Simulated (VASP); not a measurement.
**CdTe: G0W0 quasiparticle levels with PBE**

CdTe:

```xyz
2
Lattice="0.0000 3.2799 3.2799 3.2799 0.0000 3.2799 3.2799 3.2799 0.0000" Properties=species:S:1:pos:R:3 pbc="T T T"
Cd    0.0000    0.0000    0.0000
Te    1.6400    1.6400    1.6400
```

```json
{
 "Program": "VASP 6.6.1",
 "Task": "G0W0 quasiparticle levels",
 "Functional": "PBE",
 "Potentials or basis": "VASP PAW PBE potentials, release 64 (Cd_GW, Te_GW)",
 "Cutoff": "500 eV",
 "k mesh": "4 × 4 × 4",
 "Occupations": "gaussian, width 0.01 eV",
 "Spin": "no spin polarisation",
 "Dipole correction": "no",
 "GW scheme": "G0W0",
 "GW iterations": "1",
 "Cutoff of the response function": "120",
 "Frequency points": "96",
 "Empty bands": "210",
 "Further INCAR settings": "ALGO = EVGW0; EDIFF = 1e-08; NBANDS = 219"
}
```

* Quasiparticle gap: 1.31 eV
* Least direct quasiparticle gap: 1.31 eV
* Band gap of the starting levels on the mesh: 0.65 eV
* Least direct gap of the starting levels on the mesh: 0.65 eV

It took 11 min on 1 thread of Intel(R) Xeon(R) Platinum 8259CL CPU @ 2.50GHz (Skylake/Cascade Lake), on a shared host, peak memory 0.9 GiB.

Caveat: the k points lie up to 0.41 Å⁻¹ apart; bands, screening cutoff and mesh are small and nothing is extrapolated, so the quasiparticle values aren't converged; spin-orbit coupling is left out, which moves the levels of the heavy elements.
